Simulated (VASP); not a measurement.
Wanted: the native input for a VASP 6.6.1 run.

```yaml
Task: single point
Functional: PBE
Potentials_or_basis: VASP PAW PBE potentials, release 64 (Si, W_sv)
Cutoff: 520 eV
k_mesh: 9 × 9 × 6
Occupations: gaussian, width 0.03 eV
Spin: no spin polarisation
Dipole_correction: no
Further_INCAR_settings: ALGO = Normal; EDIFF = 1e-07; NBANDS = 43
```

The structure of Si2W lies in POSCAR:

```
Si2W
1.0
    4.6143995253      0.0000000000      0.0000000000
   -2.3071997627      3.9961872121      0.0000000000
    0.0000000000      0.0000000000      6.6468916183
Si W
6 3
Direct
    0.8050634200      0.6101268399      0.5000000000
    0.1949365800      0.8050634200      0.8333333333
    0.6101268399      0.8050634200      0.1666666667
    0.1949365800      0.3898731601      0.5000000000
    0.8050634200      0.1949365800      0.8333333333
    0.3898731601      0.1949365800      0.1666666667
    0.0000000000      0.5000000000      0.1666666667
    0.5000000000      0.5000000000      0.8333333333
    0.5000000000      0.0000000000      0.5000000000
```

This cell differs from its parent crystal: c/a of the conventional cell at fixed volume 1.4405.

The input as run:

INCAR

```
PREC = Accurate ; ENCUT = 520
EDIFF = 1E-7 ; ISMEAR = 0
SIGMA = 0.03 ; LREAL = False
LASPH = True ; NELM = 80
ALGO = Normal ; ISIF = 2
LWAVE = False ; LCHARG = False
GGA = PE ; NBANDS = 43
```

KPOINTS

```
regular mesh
0
Gamma
  9 9 6
```

Potentials or basis: VASP PAW PBE potentials, release 64 (Si, W_sv).

Command:

```sh
$ cat potpaw_PBE.64/Si/POTCAR potpaw_PBE.64/W_sv/POTCAR > POTCAR
$ mpirun -np 1 vasp_std > vasp.out
```

It gave:

```yaml
Pressure: 9.6 GPa
Largest_force: 3.532 eV/Å
Band_gap_on_the_k_mesh: 0.46 eV, indirect (least direct gap 0.80 eV)
```

Caveat: spin-orbit coupling is left out, which moves the levels of the heavy elements; forces of over 1 eV/Å act on the atoms, so gaps and moduli don't describe the material at rest.

It took 2.8 min on 1 thread of Intel(R) Xeon(R) Platinum 8488C (Sapphire Rapids), with other jobs on the host, peak memory 0.36 GiB.
